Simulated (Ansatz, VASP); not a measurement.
**One calculation of AlGaOs, two programs**

INCAR

```
ALGO     = Normal         # electronic algorithm
EDIFF    = 1E-6           # SCF threshold, eV
EDIFFG   = -0.001         # ionic threshold
ENCUT    = 600            # plane-wave cutoff, eV
GGA      = PE             # functional
IBRION   = 2              # ionic algorithm
ISIF     = 3              # what is computed and relaxed
ISMEAR   = 0              # smearing method
LASPH    = T              # aspherical terms in the spheres
LCHARG   = F              # write CHGCAR
LREAL    = F              # projectors in reciprocal space
LWAVE    = F              # write WAVECAR
NELM     = 100            # most SCF steps
NSW      = 80             # ionic steps
PREC     = Accurate       # precision mode
SIGMA    = 0.01           # smearing width, eV
```

File KPOINTS:

```
k-points
0
Gamma
  16 16 16
```

POSCAR

```
AlGaOs
1.0
   -1.6040806024      1.6040806024      4.1468801589
    1.6040806024     -1.6040806024      4.1468801589
    1.6040806024      1.6040806024     -4.1468801589
Al Ga Os
1 1 1
Direct
    0.3370940391      0.3370940391      0.0000000000
    0.6649732667      0.6649732667      0.0000000000
   -0.0020673058     -0.0020673058      0.0000000000
```

Input for Ansatz:

```yaml
crystal:
  lattice:
    - [-1.6040806024, 1.6040806024, 4.1468801589]
    - [1.6040806024, -1.6040806024, 4.1468801589]
    - [1.6040806024, 1.6040806024, -4.1468801589]
  atoms:
    - { symbol: Al, position: [0.3370940391, 0.3370940391, 0.0] }
    - { symbol: Ga, position: [0.6649732667, 0.6649732667, 0.0] }
    - { symbol: Os, position: [-0.0020673058, -0.0020673058, 0.0] }
basis:
  ecutwfc: 420
kpoints:
  mp_grid: { grid: [16, 16, 16] }
hamiltonian:
  xc: pbe
scf:
  occupations: { method: gaussian, width: 0.01 }
output:
  forces: true
  stress: true
  eigenvalues: true
relax:
  adjacent_minimum: "off"
  f_tol: 0.001
  max_steps: 60
  cell: { stress_tol: 0.01 }
```

Alike in both runs: task relaxation of cell and atoms; functional PBE; k mesh 16 × 16 × 16; occupations gaussian, width 0.01 eV; no spin polarisation.

|  | VASP | Ansatz |
| --- | --- | --- |
| version | VASP 6.6.1 | Ansatz 0.2.0 |
| potentials or method | VASP PAW PBE potentials, release 64 (Al, Ga_d, Os), cutoff 600 eV | scalar-relativistic, plane waves, PAW |
| valence electrons in the cell | 24 | 32 |

Ansatz gave:

- gap on the k mesh at the Fermi level, each at its own relaxed structure (eV): 0.19
- relaxed volume (Å³/atom): 14.23
- relaxed cell length with the largest relative difference (Å): 4.727

Estimate VASP's values.

gap on the k mesh at the Fermi level, each at its own relaxed structure (eV): 0.19; relaxed volume (Å³/atom): 14.23; relaxed cell length with the largest relative difference (Å): 4.728.

VASP's potentials hold 24 valence electrons a cell and Ansatz's 32, so a difference there can come from the potentials and not from the codes.

Neither program's run includes spin-orbit coupling.
